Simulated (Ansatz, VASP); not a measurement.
**One calculation of As, two programs**

```
As
1.0
     1.87975    1.08527    3.48577
    -1.87975    1.08527    3.48577
     0.00000   -2.17055    3.48577
As
2
Direct
  0.22754 0.22754 0.22754
  0.77246 0.77246 0.77246
```

Alike in both runs: task single point; functional LDA; k mesh 6 × 6 × 6; occupations gaussian, width 0.1 eV; no spin polarisation.

|  | VASP | Ansatz |
| --- | --- | --- |
| version | VASP 6.6.1 | Ansatz 0.2.0 |
| potentials or method | VASP PAW LDA potentials, release 64 (As), cutoff 500 eV | scalar-relativistic, plane waves, PAW |
| valence electrons in the cell | 10 | 30 |

```csv
,VASP,Ansatz,Ansatz less VASP
gap on the k mesh at the Fermi level (eV),none,none,-
pressure (GPa),-1.2,-1.7,-0.41
"traceless stress, the component that is largest in VASP (GPa)",-1.03,-0.92,+0.112
rms of the force components (eV/Å),0.011,0.027,+0.0161
```

LDA's correlation is that of Perdew and Zunger in VASP and of Perdew and Wang (1992) in Ansatz. Atom by atom the forces differ by 0.038 eV/Å (rms over components). A gap of «none» marks a metal or a gap that the smearing closes. VASP's potentials hold 10 valence electrons a cell and Ansatz's 30, so a difference there can come from the potentials and not from the codes.
